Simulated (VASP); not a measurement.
# C10O in VASP: a series of runs

The runs below take C10O through single point, with PBE.

Program: VASP 6.6.1. These are calculated values, not measurements. Logs are shortened: lines on timing, memory, paths and dates and some standing lists are left out, and cuts for length are marked.

## Step 1: The cell of the first run

The cell holds a wire or tube with vacuum around it, 11 atoms: a = 4.272 Å, b = 8.872 Å, c = 20.279 Å, α = 90.00°, β = 90.00°, γ = 103.93°.

## Step 2: Single point, PBE

File INCAR:

```
SYSTEM = C10O
PREC = Accurate ; ENCUT = 520
EDIFF = 1E-7 ; ISMEAR = 0
SIGMA = 0.1 ; LREAL = .FALSE.
LASPH = .TRUE. ; NELM = 80
ALGO = Normal ; ISIF = 2
LWAVE = .FALSE. ; LCHARG = .FALSE.
LDIPOL = .TRUE. ; IDIPOL = 3
DIPOL = 0.5 0.5 0.322 ; GGA = PE
NBANDS = 34
```

File KPOINTS:

```
Automatic mesh
0
G
  7 3 1
  0 0 0
```

File POSCAR:

```
C10O
1.0
    4.2718357708      0.0000000000      0.0000000000
   -2.1359178854      8.6110540238      0.0000000000
    0.0000000000      0.0000000000     20.2788004813
C O
10 1
Direct
    0.1564123854      0.9794914374      0.1972503257
    0.8230790520      0.9794914374      0.1972503257
    0.6461581040      0.9589828748      0.2574344554
    0.3128247708      0.9589828748      0.2574344554
    0.1338042252      0.9383827949      0.3175270426
    0.8045778963      0.9383825959      0.3175270455
    0.6222260098      0.9176685708      0.3778997975
    0.2954418906      0.9176685766      0.3778997213
    0.0947392957      0.8987953138      0.4329048587
    0.8040522437      0.8987946148      0.4329053136
    0.3447392957      1.6487953138      0.3781298076
```

Potentials or basis: VASP PAW PBE potentials, release 64 (C, O).

Launch:

```bash
> cat potpaw_PBE.64/C/POTCAR potpaw_PBE.64/O/POTCAR > POTCAR
> mpirun -np 1 vasp_std > vasp.out
```

OUTCAR:

```text
SYSTEM = C10O
   PREC = Accurate
   ENCUT = 520
   EDIFF = 1E-7
   ISMEAR = 0
   LREAL = .FALSE.
   LASPH = .TRUE.
   NELM = 80
   ISIF = 2
   GGA = PE

 ion  position               nearest neighbor table
   1  0.156  0.979  0.197-   2 1.42   4 1.42
   2  0.823  0.979  0.197-   1 1.42   3 1.42
   3  0.646  0.959  0.257-   4 1.42   2 1.42   6 1.43
   4  0.313  0.959  0.257-   3 1.42   1 1.42   5 1.43
   5  0.134  0.938  0.318-   6 1.41   4 1.43   8 1.44
   6  0.805  0.938  0.318-   5 1.41   3 1.43   7 1.44
   7  0.622  0.918  0.378-  10 1.39   8 1.40   6 1.44
   8  0.295  0.918  0.378-   9 1.39   7 1.40   5 1.44
   9  0.095  0.899  0.433-  10 1.24   8 1.39
  10  0.804  0.899  0.433-   9 1.24   7 1.39
  11  0.345  0.649  0.378-

  LATTYP: Found a base centered orthorhombic cell.
 ALAT       =     4.2718357708
 B/A-ratio  =     4.0315473187
 C/A-ratio  =     4.7470927183

  Lattice vectors:

 A1 = (   2.1359178854,  -8.6110540238,   0.0000000000)
 A2 = (   2.1359178854,   8.6110540238,   0.0000000000)
 A3 = (   0.0000000000,   0.0000000000,  20.2788004813)

Analysis of symmetry for initial positions (statically):
=====================================================================
 Subroutine PRICEL returns:
 Original cell was already a primitive cell.

 Routine SETGRP: Setting up the symmetry group for a
 base centered orthorhombic supercell.

 Subroutine GETGRP returns: Found  1 space group operations
 (whereof  1 operations were pure point group operations)
 out of a pool of  8 trial point group operations.

The static configuration has the point symmetry C_1 .

Analysis of symmetry for dynamics (positions and initial velocities):
=====================================================================
 Subroutine PRICEL returns:
 Original cell was already a primitive cell.

 Routine SETGRP: Setting up the symmetry group for a
 base centered orthorhombic supercell.

 Subroutine GETGRP returns: Found  1 space group operations
 (whereof  1 operations were pure point group operations)
 out of a pool of  8 trial point group operations.

The dynamic configuration has the point symmetry C_1 .

 Subroutine INISYM returns: Found  1 space group operations
 (whereof  1 operations are pure point group operations),
 and found     1 'primitive' translations

----------------------------------------------------------------------------------------

                                     Primitive cell

  volume of cell :     745.9559

  direct lattice vectors                    reciprocal lattice vectors
     4.271835771  0.000000000  0.000000000     0.234091396  0.058064901  0.000000000
    -2.135917885  8.611054024  0.000000000     0.000000000  0.116129802  0.000000000
     0.000000000  0.000000000 20.278800481     0.000000000  0.000000000  0.049312581

  length of vectors
     4.271835771  8.872000711 20.278800481     0.241185229  0.116129802  0.049312581

  position of ions in fractional coordinates (direct lattice)
     0.156412385  0.979491437  0.197250326
     0.823079052  0.979491437  0.197250326
     0.646158104  0.958982875  0.257434455
     0.312824771  0.958982875  0.257434455
     0.133804225  0.938382795  0.317527043
     0.804577896  0.938382596  0.317527046
     0.622226010  0.917668571  0.377899797
     0.295441891  0.917668577  0.377899721
     0.094739296  0.898795314  0.432904859
     0.804052244  0.898794615  0.432905314
     0.344739296  0.648795314  0.378129808

  ion indices of the primitive-cell ions
   primitive index   ion index
                 1           1
                 2           2
                 3           3
                 4           4
                 5           5
                 6           6
[... 38 lines left out ...]
|                                                                             |
|        The reciprocal lattice is base centered orthorhombic,                |
|        whereas your k-lattice is simple monoclinic.                         |
|                                                                             |
|     Results are often still useful ...                                      |
|                                                                             |
 -----------------------------------------------------------------------------

 WARNING: IBZKPT: internal override: KBLOWUP is changed to .FALSE.
      ... skipping the blow-up phase ...

 Subroutine IBZKPT returns following result:
 ===========================================

 Found     11 irreducible k-points:

 Following reciprocal coordinates:
            Coordinates               Weight
  0.000000  0.000000  0.000000      1.000000
  0.142857 -0.000000  0.000000      2.000000
  0.285714  0.000000  0.000000      2.000000
  0.428571  0.000000  0.000000      2.000000
  0.000000  0.333333  0.000000      2.000000
  0.142857  0.333333  0.000000      2.000000
  0.285714  0.333333  0.000000      2.000000
  0.428571  0.333333  0.000000      2.000000
 -0.428571  0.333333  0.000000      2.000000
 -0.285714  0.333333  0.000000      2.000000
 -0.142857  0.333333  0.000000      2.000000
   k-points           NKPTS =     11   k-points in BZ     NKDIM =     11   number of bands    NBANDS=     34
   number of dos      NEDOS =    301   number of ions     NIONS =     11
   total plane-waves  NPLWV = 358400
   dimension x,y,z NGX =    32 NGY =   70 NGZ =  160
   dimension x,y,z NGXF=    64 NGYF=  140 NGZF=  320
   ions per type =              10   1
   NGX,Y,Z   is equivalent  to a cutoff of  12.45, 13.12, 13.12 a.u.
   NGXF,Y,Z  is equivalent  to a cutoff of  24.91, 26.23, 26.23 a.u.
 SYSTEM =  C10O
   PREC   = accura    normal or accurate (medium, high low for compatibility)
   ISTART =      0    job   : 0-new  1-cont  2-samecut
   ICHARG =      2    charge: 1-file 2-atom 10-const
   ISPIN  =      1    spin polarized calculation?
   LNONCOLLINEAR =      F non collinear calculations
   LSORBIT =      F    spin-orbit coupling
   LASPH  =      T    aspherical Exc in radial PAW
   ENCUT  =  520.0 eV  38.22 Ry    6.18 a.u.   7.94 16.50 37.71*2*pi/ulx,y,z
   NELM   =     80;   NELMIN=  2; NELMDL= -5     # of ELM steps
   EDIFF  = 0.1E-06   stopping-criterion for ELM
   LREAL  =      F    real-space projection
   EDIFFG = 0.1E-05   stopping-criterion for IOM
   NSW    =      0    number of steps for IOM
   IBRION =     -1    ionic relax: 0-MD 1-quasi-New 2-CG
   NFREE  =      0    steps in history (QN), initial steepest desc. (CG)
   ISIF   =      2    stress and relaxation
   ISYM   =      2    0-nonsym 1-usesym 2-fastsym
   POTIM  = 0.5000    time-step for ionic-motion
   TEBEG  =    0.0;   TEEND  =   0.0 temperature during run
   PSTRESS=    0.0 pullay stress
   NELECT =      46.0000    total number of electrons
   NUPDOWN=      -1.0000    fix difference up-down
   EMIN   =  10.00;   EMAX   =-10.00  energy-range for DOS
   EFERMI =   0.00;   METHOD = LEGACY
   ISMEAR =     0;   SIGMA  =   0.10  broadening in eV -4-tet -1-fermi 0-gaus
   EFERMI_NEDOS =   21; number of points for ismear=-14 and -15
   IALGO  =     38    algorithm
   IMIX   =      4    mixing-type and parameters
     AMIX     =   0.40;   BMIX     =  1.00
     AMIX_MAG =   1.60;   BMIX_MAG =  1.00
  volume/ion in A,a.u.               =      67.81       457.63
  Fermi-wavevector in a.u.,A,eV,Ry     =   0.646780  1.222236  5.691644  0.418324
  Thomas-Fermi vector in A             =   1.714874
   LORBIT       =      0    0 simple, 1 ext, 2 COOP (PROOUT), +10 PAW based schemes
   GGA     = PE    functional components
   LHFCALC =     F    Hartree Fock is set to
   AEXX    =    0.0000 exact exchange contribution
   IVDW    =     0    specifies the selected vdW correction
   LEPSILON=     F    determine dielectric tensor
   LRPA    =     F    only Hartree local field effects (RPA)
 non-spin polarized calculation
 Gauss-broadening in eV      SIGMA  =   0.10
  energy-cutoff  :      520.00
  volume of cell :      745.96
 maximum number of plane-waves:     20148
   NGX = 15   NGY = 33   NGZ = 75

 dipolmoment           0.000000      0.000000     -0.043336 electrons x Angstroem

 number of electron      46.0000003 magnetization

 dipolmoment           0.000000      0.000000      0.022295 electrons x Angstroem

 Free energy of the ion-electron system (eV)
  ---------------------------------------------------
  ext. energy  EPLUGINS =         0.00000000
  ---------------------------------------------------
  free energy    TOTEN  =       -83.94116606 eV

  energy without entropy =      -83.87003437  energy(sigma->0) =      -83.90560022

 E-fermi :  -5.1769     XC(G=0):  -2.1924

 val. band max:       -5.1811397168   @ k =   0.0000   0.0000   0.0000
 cond. band min:      -5.1680486135   @ k =   0.4286   0.3333   0.0000
 fundamental gap:      0.0130911032
 Fermi energy:        -5.1769374611

 k-point     1 :       0.0000    0.0000    0.0000
  band No.  band energies     occupation
      1     -23.5683      2.00000
      2     -21.7707      2.00000
      3     -20.2888      2.00000
      4     -19.0157      2.00000
      5     -18.3478      2.00000
      6     -17.6726      2.00000
[... 396 lines left out ...]
     33       1.7700      0.00000
     34       2.0536      0.00000

------------------------ aborting loop because EDIFF is reached ----------------------------------------

 vacuum level on the upper side and lower side of the slab       (xc-potential included)         0.014        -0.098

  FORCE on cell =-STRESS in cart. coord.  units (eV):
  Direction    XX          YY          ZZ          XY          YZ          ZX
  --------------------------------------------------------------------------------------
  -------------------------------------------------------------------------------------
  Total       -1.0564374     -3.4357909     -2.3203026      0.0128438      0.2903382      0.0194557
  in kB       -2.2690351     -7.3794532     -4.9835874      0.0275862      0.6235936      0.0417874
  external PRESSURE =      -4.8773586 kB  Pullay stress =       0.0000000 kB

 VOLUME and BASIS-vectors are now :
 -----------------------------------------------------------------------------
  energy-cutoff  :      520.00
  volume of cell :      745.96
      direct lattice vectors                 reciprocal lattice vectors
     4.271835771  0.000000000  0.000000000     0.234091396  0.058064901  0.000000000
    -2.135917885  8.611054024  0.000000000     0.000000000  0.116129802  0.000000000
     0.000000000  0.000000000 20.278800481     0.000000000  0.000000000  0.049312581

 POSITION                                       TOTAL-FORCE (eV/Angst)
 -----------------------------------------------------------------------------------
     -1.42395      8.43445      4.00000        -6.854625     -0.183338      1.206200
      1.42395      8.43445      4.00000         6.860042     -0.170823      1.200242
      0.71197      8.25785      5.22046        -0.189917      0.161503     -1.065995
     -0.71197      8.25785      5.22046         0.196692      0.167800     -1.092026
     -1.43272      8.08046      6.43907        -0.335062      0.114229     -0.342874
      1.43272      8.08046      6.43907         0.347421      0.146215     -0.396037
      0.69798      7.90209      7.66335         0.331408     -0.941399      0.022905
     -0.69799      7.90209      7.66335        -0.412858     -0.762301      0.100887
     -1.51504      7.73958      8.77879        -0.356583      0.066151      0.140122
      1.51503      7.73957      8.77880         0.420440      0.031137      0.224516
      0.08690      5.58681      7.66802        -0.006958      1.370826      0.002061
 -----------------------------------------------------------------------------------
    total drift:                               -0.000298     -0.000245      0.000059

  FREE ENERGIE OF THE ION-ELECTRON SYSTEM (eV)
  ---------------------------------------------------
  free  energy   TOTEN  =       -83.9411660610 eV

  energy  without entropy=      -83.8700343737  energy(sigma->0) =      -83.90560022

 vacuum level on the upper side and lower side of the slab         1.267         1.152
```

Wall time 8.6 min (1 thread of Intel Xeon 6975P-C (Granite Rapids), shared host); peak memory 0.79 GiB.

Results:

```
Free energy            : -83.9412 eV
Largest force          : 6.966 eV/Å
Band gap on the k mesh : 0.01 eV (least direct gap 0.16 eV)
```

Forces in eV/Å, atoms in the order of the input:
```
C   -6.855 -0.183  1.206
C    6.860 -0.171  1.200
C   -0.190  0.162 -1.066
C    0.197  0.168 -1.092
C   -0.335  0.114 -0.343
C    0.347  0.146 -0.396
C    0.331 -0.941  0.023
C   -0.413 -0.762  0.101
C   -0.357  0.066  0.140
C    0.420  0.031  0.225
O   -0.007  1.371  0.002
```

(Continued in part 2 of 2.)
